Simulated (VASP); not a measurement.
# MoS2 in VASP: notebook, part 2 of 2

VASP 6.6.1. The steps go on from the part before.

### 4 Single point, PBE

This run uses another cell than the first one, of 31.72 Å³/atom, 0.980 times its volume.

INCAR

```
PREC = Accurate
ENCUT = 520
EDIFF = 1E-7
ISMEAR = 0
SIGMA = 0.013000000000000001
LREAL = False
LASPH = True
NELM = 100
ALGO = Normal
ISIF = 2
LWAVE = False
LCHARG = False
GGA = PE
NBANDS = 35
```

KPOINTS

```
regular mesh
0
Gamma
  10 10 2
```

POSCAR

```
MoS2
1.0
    3.1845414560      0.0000000000      0.0000000000
   -1.5922707280      2.7578938003      0.0000000000
    0.0000000000      0.0000000000     21.6705347200
Mo S
2 4
Direct
    0.3333333333      0.6666666667      0.8511602300
    0.6666666667      0.3333333333      0.1488397700
    0.6666666667      0.3333333333      0.7796253900
    0.3333333333      0.6666666667      0.0772510000
    0.6666666667      0.3333333333      0.9227490000
    0.3333333333      0.6666666667      0.2203746100
```

Started as:

```bash
$ cat potpaw_PBE.64/Mo_sv/POTCAR potpaw_PBE.64/S/POTCAR > POTCAR
$ mpirun -np 1 vasp_std > vasp.out
```

Wall time 7.3 min (1 thread of Intel Xeon 8259CL, shared host); peak memory 0.38 GiB.

It converged, with:

```
Free energy            : -43.6894 eV
Largest force          : 0.221 eV/Å
Band gap on the k mesh : 1.40 eV, indirect (least direct gap 1.89 eV)
```

Forces in eV/Å, atoms in the order of the input:
```
Mo   0.000  0.000  0.001
Mo   0.000  0.000 -0.001
S    0.000  0.000 -0.221
S    0.000  0.000 -0.161
S    0.000  0.000  0.161
S    0.000  0.000  0.221
```

Levels at points of the mesh, in eV from the valence-band top:
| k point | band 24 | band 25 | band 26 | band 27 | band 28 | band 29 |
| --- | --- | --- | --- | --- | --- | --- |
| (0.00, 0.00, 0.00) | -1.71 | -0.48 | 0.00 | 2.39 | 2.39 | 2.40 |
| (0.50, 0.00, 0.00) | -1.36 | -1.02 | -0.99 | 1.86 | 1.87 | 2.35 |
| (0.00, 0.00, 0.50) | -1.71 | -0.48 | 0.00 | 2.39 | 2.39 | 2.40 |
| (0.50, 0.00, 0.50) | -1.36 | -1.02 | -0.99 | 1.86 | 1.87 | 2.35 |

### 5 Single point, RPBE+D3(BJ)

This run uses another cell than the first one, of 31.09 Å³/atom, 0.961 times its volume.

INCAR

```
PREC = Accurate
ENCUT = 520
EDIFF = 1E-7
ISMEAR = -1
SIGMA = 0.05
LREAL = False
LASPH = True
NELM = 60
ALGO = Normal
ISIF = 2
LWAVE = False
LCHARG = False
GGA = RP
IVDW = 12
NBANDS = 35
```

KPOINTS is that of step 4.

POSCAR: that of step 4 with these lines changed.

```diff
@@ -2,5 +2,5 @@
 1.0
-    3.1845414560      0.0000000000      0.0000000000
-   -1.5922707280      2.7578938003      0.0000000000
-    0.0000000000      0.0000000000     21.6705347200
+    3.1631680506      0.0000000000      0.0000000000
+   -1.5815840253      2.7393838882      0.0000000000
+    0.0000000000      0.0000000000     21.5250905073
 Mo S
```

Started as:

```bash
$ cat potpaw_PBE.64/Mo_sv/POTCAR potpaw_PBE.64/S/POTCAR > POTCAR
$ mpirun -np 1 vasp_std > vasp.out
```

It took 5.5 min on 1 thread of Intel Xeon 6975P-C, shared host; peak memory 0.38 GiB.

It converged, with:

- Free energy: -52.3101 eV
- Largest force: 0.179 eV/Å
- Band gap on the k mesh: 1.44 eV, indirect (least direct gap 1.95 eV)
- Dispersion energy per atom: -1.861 eV

Forces in eV/Å, atoms in the order of the input:
```
Mo   0.000  0.000  0.077
Mo   0.000  0.000 -0.077
S    0.000  0.000  0.179
S    0.000  0.000  0.061
S    0.000  0.000 -0.061
S    0.000  0.000 -0.179
```

Levels at points of the mesh, in eV from the valence-band top:
```csv
k point,band 24,band 25,band 26,band 27,band 28,band 29
"(0.00, 0.00, 0.00)",-1.73,-0.49,0.00,2.44,2.44,2.45
"(0.50, 0.00, 0.00)",-1.37,-1.04,-1.01,1.92,1.93,2.43
"(0.00, 0.00, 0.50)",-1.73,-0.49,0.00,2.44,2.44,2.45
"(0.50, 0.00, 0.50)",-1.37,-1.04,-1.01,1.92,1.93,2.43
```

Caveat: the PAW data sets were made with another functional, which shifts forces and pressure a little.

### 6 Single point, PBE+D3(BJ)

This run uses another cell than the first one, of 31.72 Å³/atom, 0.980 times its volume.

INCAR

```
SYSTEM = MoS2
ALGO = Normal ; EDIFF = 1E-6
ENCUT = 520 ; GGA = PE
ISIF = 2 ; ISMEAR = -1
IVDW = 12 ; LASPH = .TRUE.
LCHARG = .TRUE. ; LELF = .TRUE.
LREAL = .FALSE. ; LVHAR = .TRUE.
LWAVE = .FALSE. ; NBANDS = 35
NELM = 100 ; PREC = Accurate
SIGMA = 0.05
```

KPOINTS

```
k-points
0
G
  10 10 2
  0 0 0
```

POSCAR: that of step 5 with these lines changed.

```diff
@@ -2,5 +2,5 @@
 1.0
-    3.1631680506      0.0000000000      0.0000000000
-   -1.5815840253      2.7393838882      0.0000000000
-    0.0000000000      0.0000000000     21.5250905073
+    3.1845414560      0.0000000000      0.0000000000
+   -1.5922707280      2.7578938003      0.0000000000
+    0.0000000000      0.0000000000     21.6705347200
 Mo S
```

Potentials or basis: VASP PAW PBE potentials, release 64 (Mo_sv, S).

Started as:

```bash
$ cat potpaw_PBE.64/Mo_sv/POTCAR potpaw_PBE.64/S/POTCAR > POTCAR
$ mpirun -np 1 vasp_std > vasp.out
```

Run time: 5.5 min. Hardware: 1 thread of Intel Xeon 6975P-C, shared host; peak memory 0.38 GiB.

Results (log left out):

| Item | Value |
| --- | --- |
| Free energy | -45.8282 eV |
| Largest force | 0.164 eV/Å |
| Band gap on the k mesh | 1.40 eV, indirect (least direct gap 1.89 eV) |
| Dispersion energy per atom | -0.356 eV |

Forces on the atoms (eV/Å):
```
Mo   0.000  0.000  0.059
Mo   0.000  0.000 -0.059
S    0.000  0.000 -0.110
S    0.000  0.000 -0.164
S    0.000  0.000  0.164
S    0.000  0.000  0.110
```

Levels at points of the mesh, in eV from the valence-band top:
```csv
k point,band 23,band 24,band 25,band 26,band 27,band 28,band 29,band 30
"(0.00, 0.00, 0.00)",-1.91,-1.71,-0.48,0.00,2.39,2.39,2.40,2.40
"(0.50, 0.00, 0.00)",-1.41,-1.36,-1.02,-0.99,1.86,1.87,2.35,2.43
"(0.00, 0.00, 0.50)",-1.91,-1.71,-0.48,0.00,2.39,2.39,2.40,2.40
"(0.50, 0.00, 0.50)",-1.41,-1.36,-1.02,-0.99,1.86,1.87,2.35,2.43
```

### 7 The runs side by side

| level | cell | smearing | gap on the mesh (eV) | largest force (eV/Å) |
| --- | --- | --- | --- | --- |
| PBEsol+D3(BJ) | a = 3.206, b = 3.206, c = 21.814 Å, angles 90.0, 90.0, 120.0°, 6 atoms | fermi-dirac 0.05 eV | 1.36 | 0.51 |
| RPBE+D4 | a = 3.134, b = 3.134, c = 21.172 Å, angles 90.0, 90.0, 120.0°, 6 atoms | fermi-dirac 0.05 eV | 1.17 | 0.04 |
| PBE | a = 3.185, b = 3.185, c = 21.671 Å, angles 90.0, 90.0, 120.0°, 6 atoms | gaussian 0.013 eV | 1.40 | 0.22 |
| RPBE+D3(BJ) | a = 3.163, b = 3.163, c = 21.525 Å, angles 90.0, 90.0, 120.0°, 6 atoms | fermi-dirac 0.05 eV | 1.44 | 0.18 |
| PBE+D3(BJ) | a = 3.185, b = 3.185, c = 21.671 Å, angles 90.0, 90.0, 120.0°, 6 atoms | fermi-dirac 0.05 eV | 1.40 | 0.16 |

Alike in all rows: task single point; potentials or basis VASP PAW PBE potentials, release 64 (Mo_sv, S); no spin polarisation; k mesh 10 × 10 × 2; cutoff (eV) 520.

Caveats: the PAW data sets were made with another functional, which shifts forces and pressure a little (some runs).

Total energies depend on the potentials used, so only differences within one code and one set of settings carry meaning.
